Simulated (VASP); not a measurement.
Wanted: the native input for a VASP 6.6.1 run.

```yaml
Task: single point
Functional: PBE
Potentials_or_basis: VASP PAW PBE potentials, release 64 (Hf_pv, H)
Cutoff: 520 eV
k_mesh: 9 × 9 × 1
Occupations: gaussian, width 0.1 eV
Spin: collinear spin
Starting_moments: "[0.0, 0.0, 0.0, 1.0] μB"
Dipole_correction: yes
Further_INCAR_settings: ALGO = Normal; EDIFF = 1e-07; NBANDS = 28
```

The structure of Hf3H lies in POSCAR:

```
Hf3H
1.0
    3.1715270182      0.0000000000      0.0000000000
   -1.5857635091      2.7466229666      0.0000000000
    0.0000000000      0.0000000000     21.9106216365
Hf H
3 1
Direct
    0.6666666667      0.3333333333      0.1825598592
    0.3333333333      0.6666666667      0.2946559641
    0.0000000000      0.0000000000      0.4066804577
    0.6666666667     -0.6666666667      0.5486207482
```

One way to write it, as run:

INCAR

```
  PREC = Accurate
  ENCUT = 520
  EDIFF = 1E-7
  ISMEAR = 0
  SIGMA = 0.1
  LREAL = False
  LASPH = True
  NELM = 150
  ALGO = Normal
  ISIF = 2
  LWAVE = False
  LCHARG = False
  ISPIN = 2
  MAGMOM = 0 0 0 1
  LORBIT = 11
  LMAXMIX = 4
  LDIPOL = True
  IDIPOL = 3
  DIPOL = 0.5 0.5 0.358
  GGA = PE
  NBANDS = 28
```

KPOINTS

```
regular mesh
0
Gamma
  9 9 1
```

Potentials or basis: VASP PAW PBE potentials, release 64 (Hf_pv, H).

The run is started by

```sh
$ cat potpaw_PBE.64/Hf_pv/POTCAR potpaw_PBE.64/H/POTCAR > POTCAR
$ mpirun -np 1 vasp_std > vasp.out
```

It gave:

```yaml
Largest_force: 0.937 eV/Å
Net_moment: 0.01 μB per cell
Site_moments: Hf -0.08, +0.03, -0.34; H +0.29 μB
Valence_electrons_inside_the_program's_atomic_spheres: Hf 8.23, 8.40, 8.21; H 0.37
```

It took 5.4 min on 1 thread of AMD EPYC 9R45 96-Core Processor (Zen 5), on a shared host, peak memory 0.39 GiB.
